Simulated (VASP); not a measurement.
A run of VASP 6.6.1 is set up as follows.

INCAR

```
SYSTEM = LiF
ALGO = Normal
EDIFF = 1E-6
ENCUT = 520
GGA = PS
ISIF = 2
ISMEAR = 0
LASPH = .TRUE.
LCHARG = .FALSE.
LREAL = .FALSE.
LWAVE = .FALSE.
NBANDS = 12
NELM = 60
PREC = Accurate
SIGMA = 0.01
```

The input KPOINTS:

```
k-points
0
G
  6 6 6
  0 0 0
```

Contents of POSCAR:

```
LiF
1.0
    2.5162584438      0.0000000000      0.0000000000
    0.0000000000      2.5162584438      0.0000000000
    0.0000000000      0.0000000000      2.5162584438
Li F
1 1
Direct
    0.0000000000      0.0000000000      0.0000000000
    0.5000000000      0.5000000000      0.5000000000
```

Potentials or basis: VASP PAW PBE potentials, release 64 (Li_sv, F).

The run is started by

```sh
$ cat potpaw_PBE.64/Li_sv/POTCAR potpaw_PBE.64/F/POTCAR > POTCAR
$ mpirun -np 1 vasp_std > vasp.out
```

Problem. What does it give for the band gap on the k mesh?

Solution. 7.81 eV, indirect (least direct gap 8.54 eV).

 A k mesh can miss the band edges.
